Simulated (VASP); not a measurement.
# TiSi16 (a cell with a defect) in VASP: further runs

Runs on TiSi16 (a cell with a defect). Level: PBE. Tasks: single point.

All numbers are computed with VASP 6.6.1; they aren't measurements. Logs are shortened: lines on timing, memory, paths and dates and some standing lists are left out, and cuts for length are marked.

## 1. The cell of the first run

The cell holds a defect, 17 atoms: a = 7.679 Å, b = 7.679 Å, c = 7.679 Å, α = 60.00°, β = 60.00°, γ = 60.00°.

## 2. Single point, PBE

INCAR

```
SYSTEM = TiSi16
PREC     = Accurate       ! precision mode
ENCUT    = 400            ! plane-wave cutoff, eV
EDIFF    = 1E-6           ! SCF threshold, eV
ISMEAR   = -1             ! smearing method
SIGMA    = 0.02           ! smearing width, eV
LREAL    = .False.        ! projectors in reciprocal space
LASPH    = .True.         ! aspherical terms in the spheres
NELM     = 120            ! most SCF steps
ALGO     = Normal         ! electronic algorithm
ISIF     = 2              ! what is computed and relaxed
LWAVE    = .False.        ! write WAVECAR
LCHARG   = .False.        ! write CHGCAR
GGA      = PE             ! functional
NBANDS   = 52             ! bands
GGA_COMPAT= .False.
```

KPOINTS

```
Automatic mesh
0
Gamma
  2 2 2
  0 0 0
```

POSCAR

```
TiSi16
1.0
    0.0000000000      5.4300000000      5.4300000000
    5.4300000000      0.0000000000      5.4300000000
    5.4300000000      5.4300000000      0.0000000000
Si Ti
16 1
Direct
    0.0212983425      0.0084622468     -0.0206353591
    0.1041988950      0.1192449355      0.1475506446
    0.0006813996     -0.0112523020      0.5153591160
    0.1231031308      0.1426979742      0.6151657459
   -0.0430294659      0.4817403315      0.0717587477
    0.1316758748      0.6347329650      0.1244751381
    0.0181675875      0.4914272560      0.5106906077
    0.1268232044      0.5763996317      0.6852946593
    0.4883977901      0.0090239411      0.0107182320
    0.6390147330      0.1415377532      0.1085543278
    0.4962430939      0.0354696133      0.5003130755
    0.6205709024      0.1405709024      0.6323756906
    0.4820534070      0.5070810313     -0.0217771639
    0.5837476980      0.6218508287      0.1353314917
    0.4739134438      0.5312430939      0.5077255985
    0.6273941068      0.6676703499      0.6099907919
    0.7567127072      0.7626243094      0.7575414365
```

Potentials or basis: VASP PAW PBE potentials, release 64 (Si, Ti_sv).

The run is started by

```console
> cat potpaw_PBE.64/Si/POTCAR potpaw_PBE.64/Ti_sv/POTCAR > POTCAR
> mpirun -np 1 vasp_std > vasp.out
```

OUTCAR:

```text
SYSTEM = TiSi16
   PREC = Accurate
   ENCUT = 400
   EDIFF = 1E-6
   ISMEAR = -1
   LREAL = .False.
   LASPH = .True.
   NELM = 120
   ISIF = 2
   GGA = PE

 ion  position               nearest neighbor table
   1  0.021  0.008  0.979-   4 2.29   2 2.29   6 2.35  10 2.40
   2  0.104  0.119  0.148-   5 2.29   1 2.29   3 2.31   9 2.41
   3  0.001  0.989  0.515-   2 2.31   4 2.37  12 2.39  17 2.55   8 2.59
   4  0.123  0.143  0.615-   7 2.19   1 2.29  11 2.35   3 2.37
   5  0.957  0.482  0.072-   2 2.29  14 2.38   6 2.44   8 2.44  17 2.83
   6  0.132  0.635  0.124-  13 2.21   1 2.35   7 2.42   5 2.44
   7  0.018  0.491  0.511-   4 2.19   8 2.34   6 2.42  16 2.47  17 2.81
   8  0.127  0.576  0.685-  15 2.24   7 2.34  17 2.36   5 2.44   3 2.59
   9  0.488  0.009  0.011-  12 2.37  10 2.40   2 2.41  14 2.44  17 2.72
  10  0.639  0.142  0.109-  13 2.31   1 2.40   9 2.40  11 2.46
  11  0.496  0.035  0.500-  12 2.27  16 2.31   4 2.35  10 2.46  17 2.81
  12  0.621  0.141  0.632-  11 2.27  17 2.37   9 2.37   3 2.39  15 2.45
  13  0.482  0.507  0.978-   6 2.21  10 2.31  16 2.34  14 2.35  17 2.90
  14  0.584  0.622  0.135-  13 2.35  15 2.36   5 2.38  17 2.41   9 2.44
  15  0.474  0.531  0.508-   8 2.24  14 2.36  12 2.45  16 2.47
  16  0.627  0.668  0.610-  11 2.31  17 2.34  13 2.34  15 2.47   7 2.47
  17  0.757  0.763  0.758-  16 2.34   8 2.36  12 2.37  14 2.41   3 2.55   9 2.72  11 2.81   7 2.81
                             5 2.83  13 2.90

  LATTYP: Found a face centered cubic cell.
 ALAT       =    10.8600000000

  Lattice vectors:

 A1 = (   0.0000000000,   5.4300000000,   5.4300000000)
 A2 = (   5.4300000000,   0.0000000000,   5.4300000000)
 A3 = (   5.4300000000,   5.4300000000,   0.0000000000)

Analysis of symmetry for initial positions (statically):
=====================================================================
 Subroutine PRICEL returns:
 Original cell was already a primitive cell.

 Routine SETGRP: Setting up the symmetry group for a
 face centered cubic supercell.

 Subroutine GETGRP returns: Found  1 space group operations
 (whereof  1 operations were pure point group operations)
 out of a pool of 48 trial point group operations.

The static configuration has the point symmetry C_1 .

Analysis of symmetry for dynamics (positions and initial velocities):
=====================================================================
 Subroutine PRICEL returns:
 Original cell was already a primitive cell.

 Routine SETGRP: Setting up the symmetry group for a
 face centered cubic supercell.

 Subroutine GETGRP returns: Found  1 space group operations
 (whereof  1 operations were pure point group operations)
 out of a pool of 48 trial point group operations.

The dynamic configuration has the point symmetry C_1 .

 Subroutine INISYM returns: Found  1 space group operations
 (whereof  1 operations are pure point group operations),
 and found     1 'primitive' translations

----------------------------------------------------------------------------------------

                                     Primitive cell

  volume of cell :     320.2060

  direct lattice vectors                    reciprocal lattice vectors
     0.000000000  5.430000000  5.430000000    -0.092081031  0.092081031  0.092081031
     5.430000000  0.000000000  5.430000000     0.092081031 -0.092081031  0.092081031
     5.430000000  5.430000000  0.000000000     0.092081031  0.092081031 -0.092081031

  length of vectors
     7.679179644  7.679179644  7.679179644     0.159489025  0.159489025  0.159489025

  position of ions in fractional coordinates (direct lattice)
     0.021298343  0.008462247  0.979364641
     0.104198895  0.119244935  0.147550645
     0.000681400  0.988747698  0.515359116
     0.123103131  0.142697974  0.615165746
     0.956970534  0.481740331  0.071758748
     0.131675875  0.634732965  0.124475138
[... 9 lines left out ...]
     0.627394107  0.667670350  0.609990792
     0.756712707  0.762624309  0.757541436

  ion indices of the primitive-cell ions
   primitive index   ion index
                 1           1
                 2           2
                 3           3
                 4           4
                 5           5
                 6           6
[... 9 lines left out ...]
                16          16
                17          17

----------------------------------------------------------------------------------------

 KPOINTS: Automatic mesh

Automatic generation of k-mesh.
 Grid dimensions read from file:
 generate k-points for:    2    2    2

 Generating k-lattice:

  Cartesian coordinates                     Fractional coordinates (reciprocal lattice)
    -0.046040516  0.046040516  0.046040516     0.500000000  0.000000000  0.000000000
     0.046040516 -0.046040516  0.046040516     0.000000000  0.500000000  0.000000000
     0.046040516  0.046040516 -0.046040516     0.000000000  0.000000000  0.500000000

  Length of vectors
     0.079744512  0.079744512  0.079744512

  Shift w.r.t. Gamma in fractional coordinates (k-lattice)
     0.000000000  0.000000000  0.000000000

 Subroutine IBZKPT returns following result:
 ===========================================

 Found      8 irreducible k-points:

 Following reciprocal coordinates:
            Coordinates               Weight
  0.000000  0.000000  0.000000      1.000000
  0.500000  0.000000  0.000000      1.000000
  0.000000  0.500000  0.000000      1.000000
  0.000000  0.000000  0.500000      1.000000
  0.500000  0.500000  0.500000      1.000000
  0.500000  0.500000  0.000000      1.000000
  0.000000  0.500000  0.500000      1.000000
  0.500000  0.000000  0.500000      1.000000
   k-points           NKPTS =      8   k-points in BZ     NKDIM =      8   number of bands    NBANDS=     52
   number of dos      NEDOS =    301   number of ions     NIONS =     17
   total plane-waves  NPLWV = 125000
   dimension x,y,z NGX =    50 NGY =   50 NGZ =   50
   dimension x,y,z NGXF=   100 NGYF=  100 NGZF=  100
   ions per type =              16   1
   NGX,Y,Z   is equivalent  to a cutoff of  10.82, 10.82, 10.82 a.u.
   NGXF,Y,Z  is equivalent  to a cutoff of  21.65, 21.65, 21.65 a.u.
 SYSTEM =  TiSi16
   PREC   = accura    normal or accurate (medium, high low for compatibility)
   ISTART =      0    job   : 0-new  1-cont  2-samecut
   ICHARG =      2    charge: 1-file 2-atom 10-const
   ISPIN  =      1    spin polarized calculation?
   LNONCOLLINEAR =      F non collinear calculations
   LSORBIT =      F    spin-orbit coupling
   LASPH  =      T    aspherical Exc in radial PAW
   ENCUT  =  400.0 eV  29.40 Ry    5.42 a.u.  12.52 12.52 12.52*2*pi/ulx,y,z
   NELM   =    120;   NELMIN=  2; NELMDL= -5     # of ELM steps
   EDIFF  = 0.1E-05   stopping-criterion for ELM
   LREAL  =      F    real-space projection
[... 7 lines left out ...]
   TEBEG  =    0.0;   TEEND  =   0.0 temperature during run
   PSTRESS=    0.0 pullay stress
   NELECT =      76.0000    total number of electrons
   NUPDOWN=      -1.0000    fix difference up-down
   EMIN   =  10.00;   EMAX   =-10.00  energy-range for DOS
   EFERMI =   0.00;   METHOD = LEGACY
   ISMEAR =    -1;   SIGMA  =   0.02  broadening in eV -4-tet -1-fermi 0-gaus
   EFERMI_NEDOS =   21; number of points for ismear=-14 and -15
   IALGO  =     38    algorithm
   IMIX   =      4    mixing-type and parameters
     AMIX     =   0.40;   BMIX     =  1.00
     AMIX_MAG =   1.60;   BMIX_MAG =  1.00
  volume/ion in A,a.u.               =      18.84       127.11
  Fermi-wavevector in a.u.,A,eV,Ry     =   1.013607  1.915439 13.978610  1.027399
  Thomas-Fermi vector in A             =   2.146786
   LORBIT       =      0    0 simple, 1 ext, 2 COOP (PROOUT), +10 PAW based schemes
   GGA     = PE    functional components
   LHFCALC =     F    Hartree Fock is set to
   AEXX    =    0.0000 exact exchange contribution
   IVDW    =     0    specifies the selected vdW correction
   LEPSILON=     F    determine dielectric tensor
   LRPA    =     F    only Hartree local field effects (RPA)
 non-spin polarized calculation
  energy-cutoff  :      400.00
  volume of cell :      320.21
 maximum number of plane-waves:      5817
   NGX = 25   NGY = 25   NGZ = 25

 number of electron      76.0000003 magnetization

 Free energy of the ion-electron system (eV)
  ---------------------------------------------------
  ext. energy  EPLUGINS =         0.00000000
  ---------------------------------------------------
  free energy    TOTEN  =       -90.87560998 eV

  energy without entropy =      -90.85858128  energy(sigma->0) =      -90.86709563

 E-fermi :   6.9403     XC(G=0):  -9.7580

 val. band max:        6.9229511094   @ k =   0.5000   0.0000   0.0000
 cond. band min:       6.9912738493   @ k =   0.0000   0.5000   0.0000
 fundamental gap:      0.0683227399
 Fermi energy:         6.9403202053

 k-point     1 :       0.0000    0.0000    0.0000
  band No.  band energies     occupation
      1     -49.6906      2.00000
      2     -26.1390      2.00000
      3     -26.0772      2.00000
      4     -26.0627      2.00000
      5      -5.7117      2.00000
      6      -3.4601      2.00000
[... 42 lines left out ...]
     49       8.4529      0.00000
     50       8.6591      0.00000

 k-point     2 :       0.5000    0.0000    0.0000
  band No.  band energies     occupation
      1     -49.6906      2.00000
      2     -26.1390      2.00000
      3     -26.0772      2.00000
      4     -26.0627      2.00000
      5      -4.9614      2.00000
      6      -4.8403      2.00000
[... 42 lines left out ...]
     49       9.3188      0.00000
     50       9.7007      0.00000

 k-point     3 :       0.0000    0.5000    0.0000
  band No.  band energies     occupation
      1     -49.6906      2.00000
      2     -26.1390      2.00000
      3     -26.0772      2.00000
      4     -26.0627      2.00000
      5      -4.9746      2.00000
      6      -4.8284      2.00000
[... 42 lines left out ...]
     49       9.2824      0.00000
     50       9.8110      0.00000

 k-point     4 :       0.0000    0.0000    0.5000
  band No.  band energies     occupation
      1     -49.6906      2.00000
      2     -26.1390      2.00000
      3     -26.0772      2.00000
      4     -26.0627      2.00000
      5      -5.0114      2.00000
      6      -4.7964      2.00000
[... 42 lines left out ...]
     49       9.4166      0.00000
     50       9.8461      0.00000

 k-point     5 :       0.5000    0.5000    0.5000
  band No.  band energies     occupation
      1     -49.6906      2.00000
      2     -26.1390      2.00000
      3     -26.0772      2.00000
      4     -26.0627      2.00000
      5      -5.0536      2.00000
      6      -4.7352      2.00000
[... 42 lines left out ...]
     49       9.5267      0.00000
     50       9.6472      0.00000

 k-point     6 :       0.5000    0.5000    0.0000
  band No.  band energies     occupation
      1     -49.6905      2.00000
      2     -26.1390      2.00000
      3     -26.0772      2.00000
      4     -26.0627      2.00000
      5      -4.7076      2.00000
      6      -4.5825      2.00000
[... 42 lines left out ...]
     49       9.7989      0.00000
     50      10.4052      0.00000

 k-point     7 :       0.0000    0.5000    0.5000
  band No.  band energies     occupation
      1     -49.6905      2.00000
      2     -26.1390      2.00000
      3     -26.0772      2.00000
      4     -26.0627      2.00000
      5      -4.7361      2.00000
      6      -4.5437      2.00000
[... 42 lines left out ...]
     49       9.6967      0.00000
     50      10.4756      0.00000

 k-point     8 :       0.5000    0.0000    0.5000
  band No.  band energies     occupation
      1     -49.6905      2.00000
      2     -26.1390      2.00000
      3     -26.0772      2.00000
      4     -26.0627      2.00000
      5      -4.6785      2.00000
      6      -4.6064      2.00000
[... 42 lines left out ...]
     49       9.6759      0.00000
     50      10.4447      0.00000
 [bands above 50 left out]

------------------------ aborting loop because EDIFF is reached ----------------------------------------

  FORCE on cell =-STRESS in cart. coord.  units (eV):
  Direction    XX          YY          ZZ          XY          YZ          ZX
  --------------------------------------------------------------------------------------
  -------------------------------------------------------------------------------------
  Total       10.5706917      8.2402868      9.1227415     -2.1038223     -0.2358830      1.1143523
  in kB       52.8913321     41.2309581     45.6463929    -10.5266493     -1.1802603      5.5757542
  external PRESSURE =      46.5895610 kB  Pullay stress =       0.0000000 kB

 VOLUME and BASIS-vectors are now :
 -----------------------------------------------------------------------------
  energy-cutoff  :      400.00
  volume of cell :      320.21
      direct lattice vectors                 reciprocal lattice vectors
     0.000000000  5.430000000  5.430000000    -0.092081031  0.092081031  0.092081031
     5.430000000  0.000000000  5.430000000     0.092081031 -0.092081031  0.092081031
     5.430000000  5.430000000  0.000000000     0.092081031  0.092081031 -0.092081031

 POSITION                                       TOTAL-FORCE (eV/Angst)
 -----------------------------------------------------------------------------------
      5.36390      5.43360      0.16160         0.530861     -0.231925     -1.023840
      1.44870      1.36700      1.21330        -0.647326      0.551789      0.693807
      8.16730      2.80210      5.37260        -0.028498      0.419218     -0.014702
      4.11520      4.00880      1.44330        -1.213347      0.956584     -0.872683
      3.00550      5.58600      7.81220         0.058429     -0.229993      1.167774
      4.12250      1.39090      4.16160         0.932136     -0.791887     -1.574271
[... 9 lines left out ...]
      6.93770      6.71900      7.03220        -2.162454     -1.088206     -1.548465
      8.25450      8.22240      8.25000         0.091246      0.222369     -0.873472
 -----------------------------------------------------------------------------------
    total drift:                               -0.000117     -0.000179      0.000027

  FREE ENERGIE OF THE ION-ELECTRON SYSTEM (eV)
  ---------------------------------------------------
  free  energy   TOTEN  =       -90.8756099780 eV

  energy  without entropy=      -90.8585812793  energy(sigma->0) =      -90.86709563
```

It took 84 s on 1 thread of AMD EPYC 9R45 (Zen 5), shared host; peak memory 0.33 GiB.

What came out:

| Item | Value |
| --- | --- |
| Free energy | -90.8756 eV |
| Pressure | 4.7 GPa |
| Largest force | 2.874 eV/Å |
| Band gap on the k mesh | zero (bands 38 and 39 overlap by 0.27 eV) |

Forces on the atoms (eV/Å):
```
Si   0.531 -0.232 -1.024
Si  -0.647  0.552  0.694
Si  -0.028  0.419 -0.015
Si  -1.213  0.957 -0.873
Si   0.058 -0.230  1.168
Si   0.932 -0.792 -1.574
Si   0.908 -1.506  1.205
Si   0.351  0.279  0.209
Si   0.584  0.040 -0.034
Si  -0.209  0.594 -0.787
Si  -0.627 -1.238  0.471
Si   1.632 -0.864  1.527
Si  -0.604  0.844  0.767
Si   0.972  0.826 -0.234
Si  -0.570  1.218  0.922
Si  -2.162 -1.088 -1.548
Ti   0.091  0.222 -0.873
```

Caveat: the k points lie up to 0.50 Å⁻¹ apart.

(Continued in part 2 of 3.)

The gap in the log of VASP goes by the Fermi energy; the results here count the filled bands.